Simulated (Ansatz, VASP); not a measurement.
ScPt3S: VASP beside Ansatz

The input INCAR:

```
SYSTEM = ScPt3S
  PREC = Accurate
  ENCUT = 600
  EDIFF = 1E-6
  ISMEAR = 0
  SIGMA = 0.1
  LREAL = .False.
  LASPH = .True.
  NELM = 80
  ALGO = Normal
  ISIF = 3
  LWAVE = .False.
  LCHARG = .False.
  GGA = PE
  IBRION = 2
  NSW = 100
  EDIFFG = -0.01
```

The input KPOINTS:

```
Automatic mesh
0
Gamma
  12 12 8
  0 0 0
```

Contents of POSCAR:

```
ScPt3S
1.0
    4.5099410813      0.0000000000      0.0000000000
   -2.2549705406      3.9057235460      0.0000000000
    0.0000000000      0.0000000000      5.2973978927
Sc Pt S
1 3 1
Direct
    0.3333333333      0.6666666667      0.5000000000
    0.0000000000      0.0000000000      0.7502281838
    0.0000000000      0.0000000000      0.2497718162
    0.6666666667      0.3333333333      0.5000000000
    0.6666666667      0.3333333333      0.0000000000
```

Input for Ansatz:

```yaml
crystal:
  lattice:
    - [4.5099410813, 0.0, 0.0]
    - [-2.2549705406, 3.905723546, 0.0]
    - [0.0, 0.0, 5.2973978927]
  atoms:
    - { symbol: Sc, position: [0.3333333333, 0.6666666667, 0.5] }
    - { symbol: Pt, position: [0.0, 0.0, 0.7502281838] }
    - { symbol: Pt, position: [0.0, 0.0, 0.2497718162] }
    - { symbol: Pt, position: [0.6666666667, 0.3333333333, 0.5] }
    - { symbol: S, position: [0.6666666667, 0.3333333333, 0.0] }
basis:
  ecutwfc: 420
kpoints:
  mp_grid: { grid: [12, 12, 8] }
hamiltonian:
  xc: pbe
scf:
  occupations: { method: gaussian, width: 0.1 }
output:
  forces: true
  stress: true
  eigenvalues: true
relax:
  adjacent_minimum: "off"
  f_tol: 0.01
  max_steps: 80
  cell: { stress_tol: 0.05 }
```

Change from the starting cell: species swapped into the GaNi3As type (P-6m2, No. 187).

Alike in both runs: task relaxation of cell and atoms; functional PBE; k mesh 12 × 12 × 8; occupations gaussian, width 0.1 eV; no spin polarisation.

|  | VASP | Ansatz |
| --- | --- | --- |
| version | VASP 6.6.1 | Ansatz 0.2.0 |
| potentials or method | VASP PAW PBE potentials, release 64 (Sc_sv, Pt, S), cutoff 600 eV | scalar-relativistic, plane waves, PAW |
| valence electrons in the cell | 47 | 71 |

VASP gave:

```
gap on the k mesh at the Fermi level, each at its own relaxed structure (eV) : none
relaxed volume (Å³/atom)                                                     : 18.65
relaxed cell length with the largest relative difference (Å)                 : 5.300
```

Question: Which values does Ansatz return?

Answer: gap on the k mesh at the Fermi level, each at its own relaxed structure (eV): none; relaxed volume (Å³/atom): 18.64; relaxed cell length with the largest relative difference (Å): 5.305.

A gap of «none» marks a metal or a gap that the smearing closes. VASP's potentials hold 47 valence electrons a cell and Ansatz's 71, so a difference there can come from the potentials and not from the codes.

Neither program's run includes spin-orbit coupling.
